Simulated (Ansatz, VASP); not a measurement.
## Two plane-wave programs on AlN

Contents of INCAR:

```
PREC = Accurate
ENCUT = 520
EDIFF = 1E-6
ISMEAR = -1
SIGMA = 0.08
LREAL = F
LASPH = T
NELM = 80
ALGO = Normal
ISIF = 2
LWAVE = F
LCHARG = F
GGA = PS
NBANDS = 11
```

Contents of KPOINTS:

```
Automatic mesh
0
Gamma
  15 15 15
```

Contents of POSCAR:

```
AlN
1.0
    0.0000000000      2.0974880834      2.0974880834
    2.0974880834      0.0000000000      2.0974880834
    2.0974880834      2.0974880834      0.0000000000
Al N
1 1
Direct
    0.0000000000      0.0000000000      0.0000000000
    0.2500000000      0.2500000000      0.2500000000
```

Input for Ansatz:

```yaml
crystal:
  lattice:
    - [0.0, 2.0974880834, 2.0974880834]
    - [2.0974880834, 0.0, 2.0974880834]
    - [2.0974880834, 2.0974880834, 0.0]
  atoms:
    - { symbol: Al, position: [0.0, 0.0, 0.0] }
    - { symbol: "N", position: [0.25, 0.25, 0.25] }
kpoints:
  mp_grid: { grid: [15, 15, 15] }
scf:
  occupations: { method: fermi_dirac, width: 0.08 }
hamiltonian:
  xc: pbesol
  pseudopotentials: { kind: paw }
output:
  forces: true
  stress: true
  eigenvalues: true
  populations: true
```

Change from the starting cell: volume scaled by 0.88, PAW files.

Alike in both runs: task single point; functional PBEsol; k mesh 15 × 15 × 15; occupations fermi-dirac, width 0.08 eV; no spin polarisation.

|  | VASP | Ansatz |
| --- | --- | --- |
| version | VASP 6.6.1 | Ansatz 0.2.0 |
| potentials or method | VASP PAW PBE potentials, release 64 (Al, N) | PAW with Ansatz's default frozen-core files, scalar-relativistic |
| plane-wave cutoff (eV) | 520 | 420 |
| valence electrons in the cell | 8 | 8 |

VASP gave:

| Property | Result |
| --- | --- |
| gap on the k mesh at the Fermi level (eV) | 3.31 |
| pressure (GPa) | 33.1 |

**Question.** What did Ansatz give for the same quantities?

**Answer.** gap on the k mesh at the Fermi level (eV): 3.32; pressure (GPa): 32.8.

VASP's potentials were made for PBE, not for PBEsol. Both programs put the cell under a high pressure, so it lies far from rest at this level. With one functional, cell and mesh, what is left measures potentials, basis and numerics.
